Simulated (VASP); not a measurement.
# Ge2Sb2O (P6/mmm) in VASP: notebook

Runs on Ge2Sb2O. Level: PBE. Tasks: single point.

Everything below comes from runs of VASP 6.6.1. Logs are shortened: lines on timing, memory, paths and dates and some standing lists are left out, and cuts for length are marked.

## (1) The cell of the first run

The structure is hexagonal, space group P6/mmm (No. 191). The conventional cell has a = 5.273 Å, b = 5.273 Å, c = 4.832 Å, α = 90.00°, β = 90.00°, γ = 120.00°. Within 3.2 Å of Ge (site symmetry -6m2) lie 2 Sb at 2.42 Å and 3 O at 3.04 Å and 3 Ge at 3.04 Å. Sb (site symmetry -6m2) has 2 Ge at 2.42 Å and 3 Sb at 3.04 Å within 3.2 Å. Within 4.0 Å of O (site symmetry 6/mmm) lie 6 Ge at 3.04 Å and 12 Sb at 3.89 Å.

The cell was built from a structure type or drawn by symmetry, and may not be a known phase.

## (2) Single point, PBE

File INCAR:

```
SYSTEM = Ge2Sb2O
PREC = Accurate ; ENCUT = 600
EDIFF = 1E-6 ; ISMEAR = 0
SIGMA = 0.1 ; LREAL = .FALSE.
LASPH = .TRUE. ; NELM = 120
ALGO = Normal ; ISIF = 2
LWAVE = .FALSE. ; LCHARG = .FALSE.
GGA = PE ; NBANDS = 30
GGA_COMPAT = .FALSE.
```

File KPOINTS:

```
Automatic mesh
0
G
  6 6 4
  0 0 0
```

File POSCAR:

```
Ge2Sb2O
1.0
    5.2727484900      0.0000000000      0.0000000000
   -2.6363742400      4.5663341400      0.0000000000
    0.0000000000      0.0000000000      4.8321716700
Ge Sb O
2 2 1
Direct
    0.3333333300      0.6666666700      0.0000000000
    0.6666666700      0.3333333300      0.0000000000
    0.3333333300      0.6666666700      0.5000000000
    0.6666666700      0.3333333300      0.5000000000
    0.0000000000      0.0000000000      0.0000000000
```

Potentials or basis: VASP PAW PBE potentials, release 64 (Ge_d, Sb, O).

On the command line:

```sh
$ cat potpaw_PBE.64/Ge_d/POTCAR potpaw_PBE.64/Sb/POTCAR potpaw_PBE.64/O/POTCAR > POTCAR
$ mpirun -np 1 vasp_std > vasp.out
```

OUTCAR:

```text
SYSTEM = Ge2Sb2O
   PREC = Accurate
   ENCUT = 600
   EDIFF = 1E-6
   ISMEAR = 0
   LREAL = .FALSE.
   LASPH = .TRUE.
   NELM = 120
   ISIF = 2
   GGA = PE

 ion  position               nearest neighbor table
   1  0.333  0.667  0.000-   3 2.42   3 2.42
   2  0.667  0.333  0.000-   4 2.42   4 2.42
   3  0.333  0.667  0.500-   1 2.42   1 2.42   4 3.04   4 3.04   4 3.04
   4  0.667  0.333  0.500-   2 2.42   2 2.42   3 3.04   3 3.04   3 3.04
   5  0.000  0.000  0.000-

  LATTYP: Found a hexagonal cell.
 ALAT       =     5.2727484900
 C/A-ratio  =     0.9164426635

  Lattice vectors:

 A1 = (   5.2727484900,   0.0000000000,   0.0000000000)
 A2 = (  -2.6363742400,   4.5663341400,   0.0000000000)
 A3 = (   0.0000000000,   0.0000000000,   4.8321716700)

Analysis of symmetry for initial positions (statically):
=====================================================================
 Subroutine PRICEL returns:
 Original cell was already a primitive cell.

 Routine SETGRP: Setting up the symmetry group for a
 hexagonal supercell.

 Subroutine GETGRP returns: Found 24 space group operations
 (whereof 24 operations were pure point group operations)
 out of a pool of 24 trial point group operations.

The static configuration has the point symmetry D_6h.

Analysis of symmetry for dynamics (positions and initial velocities):
=====================================================================
 Subroutine PRICEL returns:
 Original cell was already a primitive cell.

 Routine SETGRP: Setting up the symmetry group for a
 hexagonal supercell.

 Subroutine GETGRP returns: Found 24 space group operations
 (whereof 24 operations were pure point group operations)
 out of a pool of 24 trial point group operations.

The dynamic configuration has the point symmetry D_6h.

 Subroutine INISYM returns: Found 24 space group operations
 (whereof 24 operations are pure point group operations),
 and found     1 'primitive' translations

----------------------------------------------------------------------------------------

                                     Primitive cell

  volume of cell :     116.3448

  direct lattice vectors                    reciprocal lattice vectors
     5.272748490  0.000000000  0.000000000     0.189654409  0.109497024  0.000000000
    -2.636374240  4.566334140  0.000000000     0.000000000  0.218994048  0.000000000
     0.000000000  0.000000000  4.832171670     0.000000000  0.000000000  0.206946290

  length of vectors
     5.272748490  5.272748487  4.832171670     0.218994048  0.218994048  0.206946290

  position of ions in fractional coordinates (direct lattice)
     0.333333330  0.666666670  0.000000000
     0.666666670  0.333333330  0.000000000
     0.333333330  0.666666670  0.500000000
     0.666666670  0.333333330  0.500000000
     0.000000000  0.000000000  0.000000000

  ion indices of the primitive-cell ions
   primitive index   ion index
                 1           1
                 2           2
                 3           3
                 4           4
                 5           5

----------------------------------------------------------------------------------------

 KPOINTS: Automatic mesh

Automatic generation of k-mesh.
 Grid dimensions read from file:
 generate k-points for:    6    6    4

 Generating k-lattice:

  Cartesian coordinates                     Fractional coordinates (reciprocal lattice)
     0.031609068  0.018249504  0.000000000     0.166666667  0.000000000  0.000000000
     0.000000000  0.036499008  0.000000000     0.000000000  0.166666667  0.000000000
     0.000000000  0.000000000  0.051736573     0.000000000  0.000000000  0.250000000

  Length of vectors
     0.036499008  0.036499008  0.051736573

  Shift w.r.t. Gamma in fractional coordinates (k-lattice)
     0.000000000  0.000000000  0.000000000

 Subroutine IBZKPT returns following result:
 ===========================================

 Found     21 irreducible k-points:

 Following reciprocal coordinates:
            Coordinates               Weight
  0.000000  0.000000  0.000000      1.000000
  0.166667  0.000000  0.000000      6.000000
  0.333333  0.000000  0.000000      6.000000
  0.500000  0.000000  0.000000      3.000000
  0.166667  0.166667  0.000000      6.000000
  0.333333  0.166667  0.000000     12.000000
[... 13 lines left out ...]
  0.333333  0.166667  0.500000     12.000000
  0.333333  0.333333  0.500000      2.000000
   k-points           NKPTS =     21   k-points in BZ     NKDIM =     21   number of bands    NBANDS=     30
   number of dos      NEDOS =    301   number of ions     NIONS =      5
   total plane-waves  NPLWV =  70560
   dimension x,y,z NGX =    42 NGY =   42 NGZ =   40
   dimension x,y,z NGXF=    84 NGYF=   84 NGZF=   80
   ions per type =               2   2   1
   NGX,Y,Z   is equivalent  to a cutoff of  13.24, 13.24, 13.76 a.u.
   NGXF,Y,Z  is equivalent  to a cutoff of  26.48, 26.48, 27.52 a.u.
 SYSTEM =  Ge2Sb2O
   PREC   = accura    normal or accurate (medium, high low for compatibility)
   ISTART =      0    job   : 0-new  1-cont  2-samecut
   ICHARG =      2    charge: 1-file 2-atom 10-const
   ISPIN  =      1    spin polarized calculation?
   LNONCOLLINEAR =      F non collinear calculations
   LSORBIT =      F    spin-orbit coupling
   LASPH  =      T    aspherical Exc in radial PAW
   ENCUT  =  600.0 eV  44.10 Ry    6.64 a.u.  10.53 10.53  9.65*2*pi/ulx,y,z
   NELM   =    120;   NELMIN=  2; NELMDL= -5     # of ELM steps
   EDIFF  = 0.1E-05   stopping-criterion for ELM
   LREAL  =      F    real-space projection
   EDIFFG = 0.1E-04   stopping-criterion for IOM
   NSW    =      0    number of steps for IOM
   IBRION =     -1    ionic relax: 0-MD 1-quasi-New 2-CG
   NFREE  =      0    steps in history (QN), initial steepest desc. (CG)
   ISIF   =      2    stress and relaxation
   ISYM   =      2    0-nonsym 1-usesym 2-fastsym
   POTIM  = 0.5000    time-step for ionic-motion
   TEBEG  =    0.0;   TEEND  =   0.0 temperature during run
   PSTRESS=    0.0 pullay stress
   NELECT =      44.0000    total number of electrons
   NUPDOWN=      -1.0000    fix difference up-down
   EMIN   =  10.00;   EMAX   =-10.00  energy-range for DOS
   EFERMI =   0.00;   METHOD = LEGACY
   ISMEAR =     0;   SIGMA  =   0.10  broadening in eV -4-tet -1-fermi 0-gaus
   EFERMI_NEDOS =   21; number of points for ismear=-14 and -15
   IALGO  =     38    algorithm
   IMIX   =      4    mixing-type and parameters
     AMIX     =   0.40;   BMIX     =  1.00
     AMIX_MAG =   1.60;   BMIX_MAG =  1.00
  volume/ion in A,a.u.               =      23.27       157.03
  Fermi-wavevector in a.u.,A,eV,Ry     =   1.183886  2.237221 19.069748  1.401587
  Thomas-Fermi vector in A             =   2.320112
   LORBIT       =      0    0 simple, 1 ext, 2 COOP (PROOUT), +10 PAW based schemes
   GGA     = PE    functional components
   LHFCALC =     F    Hartree Fock is set to
   AEXX    =    0.0000 exact exchange contribution
   IVDW    =     0    specifies the selected vdW correction
   LEPSILON=     F    determine dielectric tensor
   LRPA    =     F    only Hartree local field effects (RPA)
 non-spin polarized calculation
 Gauss-broadening in eV      SIGMA  =   0.10
  energy-cutoff  :      600.00
  volume of cell :      116.34
 maximum number of plane-waves:      3898
   NGX = 21   NGY = 21   NGZ = 19

 number of electron      44.0000024 magnetization

 Free energy of the ion-electron system (eV)
  ---------------------------------------------------
  ext. energy  EPLUGINS =         0.00000000
  ---------------------------------------------------
  free energy    TOTEN  =       -17.60672016 eV

  energy without entropy =      -17.58369024  energy(sigma->0) =      -17.59520520

 E-fermi :   5.2654     XC(G=0):  -9.6861

 val. band max:        5.2629845910   @ k =   0.3333   0.0000   0.0000
 cond. band min:       5.3104285346   @ k =   0.3333   0.0000   0.5000
 fundamental gap:      0.0474439436
 Fermi energy:         5.2653720884

 k-point     1 :       0.0000    0.0000    0.0000
  band No.  band energies     occupation
      1     -19.7407      2.00000
      2     -19.7118      2.00000
      3     -19.6681      2.00000
      4     -19.6681      2.00000
      5     -19.6508      2.00000
      6     -19.6508      2.00000
[... 22 lines left out ...]
     29      10.6850      0.00000
     30      10.6850      0.00000

 k-point     2 :       0.1667    0.0000    0.0000
  band No.  band energies     occupation
      1     -19.7393      2.00000
      2     -19.7142      2.00000
      3     -19.6685      2.00000
      4     -19.6673      2.00000
      5     -19.6544      2.00000
      6     -19.6514      2.00000
[... 22 lines left out ...]
     29      10.6779      0.00000
     30      10.8965      0.00000

 k-point     3 :       0.3333    0.0000    0.0000
  band No.  band energies     occupation
      1     -19.7357      2.00000
      2     -19.7198      2.00000
      3     -19.6691      2.00000
      4     -19.6651      2.00000
      5     -19.6599      2.00000
      6     -19.6536      2.00000
[... 22 lines left out ...]
     29      11.0283      0.00000
     30      11.4424      0.00000

 k-point     4 :       0.5000    0.0000    0.0000
  band No.  band energies     occupation
      1     -19.7326      2.00000
      2     -19.7239      2.00000
      3     -19.6695      2.00000
      4     -19.6636      2.00000
      5     -19.6622      2.00000
      6     -19.6551      2.00000
[... 517 lines left out ...]
     29      10.3087      0.00000
     30      10.3867      0.00000

 k-point    20 :       0.3333    0.1667    0.5000
  band No.  band energies     occupation
      1     -19.7395      2.00000
      2     -19.7312      2.00000
      3     -19.6729      2.00000
      4     -19.6659      2.00000
      5     -19.6653      2.00000
      6     -19.6585      2.00000
[... 22 lines left out ...]
     29       9.6730      0.00000
     30       9.7649      0.00000

 k-point    21 :       0.3333    0.3333    0.5000
  band No.  band energies     occupation
      1     -19.7355      2.00000
      2     -19.7355      2.00000
      3     -19.6733      2.00000
      4     -19.6682      2.00000
      5     -19.6622      2.00000
      6     -19.6622      2.00000
[... 22 lines left out ...]
     29       9.5254      0.00000
     30      10.0309      0.00000

------------------------ aborting loop because EDIFF is reached ----------------------------------------

  FORCE on cell =-STRESS in cart. coord.  units (eV):
  Direction    XX          YY          ZZ          XY          YZ          ZX
  --------------------------------------------------------------------------------------
  -------------------------------------------------------------------------------------
  Total       -7.3555017     -7.3555017     32.3269997     -0.0000000      0.0000000      0.0000000
  in kB     -101.2921488   -101.2921488    445.1730686     -0.0000001      0.0000000      0.0000000
  external PRESSURE =      80.8629237 kB  Pullay stress =       0.0000000 kB

 VOLUME and BASIS-vectors are now :
 -----------------------------------------------------------------------------
  energy-cutoff  :      600.00
  volume of cell :      116.34
      direct lattice vectors                 reciprocal lattice vectors
     5.272748490  0.000000000  0.000000000     0.189654409  0.109497024  0.000000000
    -2.636374240  4.566334140  0.000000000     0.000000000  0.218994048  0.000000000
     0.000000000  0.000000000  4.832171670     0.000000000  0.000000000  0.206946290

 POSITION                                       TOTAL-FORCE (eV/Angst)
 -----------------------------------------------------------------------------------
     -0.00000      3.04422      0.00000         0.000000     -0.000000      0.000000
      2.63637      1.52211      0.00000        -0.000000      0.000000      0.000000
     -0.00000      3.04422      2.41609         0.000000      0.000000      0.000000
      2.63637      1.52211      2.41609        -0.000000      0.000000      0.000000
      0.00000      0.00000      0.00000         0.000000      0.000000      0.000000
 -----------------------------------------------------------------------------------
    total drift:                                0.000000     -0.000000      0.000000

  FREE ENERGIE OF THE ION-ELECTRON SYSTEM (eV)
  ---------------------------------------------------
  free  energy   TOTEN  =       -17.6067201645 eV

  energy  without entropy=      -17.5836902369  energy(sigma->0) =      -17.59520520
```

It took 2.6 min on 1 thread of Intel Xeon 8259CL, shared host; peak memory 0.3 GiB.

Results:

| Property | Result |
| --- | --- |
| Free energy | -17.6067 eV |
| Pressure | 8.1 GPa |
| Band gap on the k mesh | zero (bands 22 and 23 overlap by 1.22 eV) |

Levels at points of the mesh, in eV from the Fermi level:
```csv
k point,band 18,band 19,band 20,band 21,band 22,band 23,band 24,band 25,band 26,band 27
"(0.00, 0.00, 0.00)",-3.54,-2.26,-2.26,-2.10,-0.63,0.79,0.79,0.90,0.90,5.29
"(0.50, 0.00, 0.00)",-4.41,-2.94,-1.39,-1.09,-0.83,0.70,1.15,1.57,2.51,4.66
"(0.00, 0.00, 0.50)",-1.89,-1.89,-1.78,-1.78,-0.88,0.68,0.68,2.33,2.35,3.40
"(0.50, 0.00, 0.50)",-2.52,-1.12,-0.54,-0.35,0.09,1.36,2.55,3.00,3.52,3.72
```

Caveat: the cell stands under pressure; spin-orbit coupling is left out, which moves the levels of the heavy elements.

## (3) Single point, PBE

This run uses another cell than the first one, of 23.33 Å³/atom.

File INCAR:

```
SYSTEM = Ge2Sb2O
PREC = Accurate
ENCUT = 600
EDIFF = 1E-6
ISMEAR = 0
SIGMA = 0.1
LREAL = .False.
LASPH = .True.
NELM = 120
ALGO = Normal
ISIF = 2
LWAVE = .False.
LCHARG = .False.
GGA = PE
NBANDS = 30
GGA_COMPAT = .False.
```

File KPOINTS:

```
regular mesh
0
Gamma
  6 6 4
  0 0 0
```

File POSCAR:

```
Ge2Sb2O
1.0
    4.8376123416     -0.0000000026      0.0000000000
   -2.4188061685      4.1894951828      0.0000000000
    0.0000000000      0.0000000000      5.7558163104
Ge Sb O
2 2 1
Direct
    0.3333333333      0.6666666667      0.0000000000
    0.6666666667      0.3333333333      0.0000000000
    0.3333333333      0.6666666667      0.5000000000
    0.6666666667      0.3333333333      0.5000000000
    0.0000000000      0.0000000000      0.0000000000
```

Potentials or basis: VASP PAW PBE potentials, release 64 (Ge_d, Sb, O).

On the command line:

```sh
$ cat potpaw_PBE.64/Ge_d/POTCAR potpaw_PBE.64/Sb/POTCAR potpaw_PBE.64/O/POTCAR > POTCAR
$ mpirun -np 1 vasp_std > vasp.out
```

Wall time 2.1 min (1 thread of Intel Xeon 8259CL, shared host); peak memory 0.31 GiB.

The run converged. Its results:

```yaml
Free_energy: -20.5771 eV
Pressure: 0.0 GPa
Band_gap_on_the_k_mesh: zero (bands 22 and 23 overlap by 1.83 eV)
```

Levels at points of the mesh, in eV from the Fermi level:
```
           k point  band 20  band 21  band 22  band 23  band 24  band 25
(0.00, 0.00, 0.00)    -2.50    -0.97    -0.82    -0.52    -0.52     1.29
(0.50, 0.00, 0.00)    -1.83    -1.10    -0.92     0.90     1.88     3.45
(0.00, 0.00, 0.50)    -1.70    -1.42    -1.42    -1.25     0.36     1.16
(0.50, 0.00, 0.50)    -0.75     0.28     0.55     0.57     0.59     1.43
```

Caveat: spin-orbit coupling is left out, which moves the levels of the heavy elements.
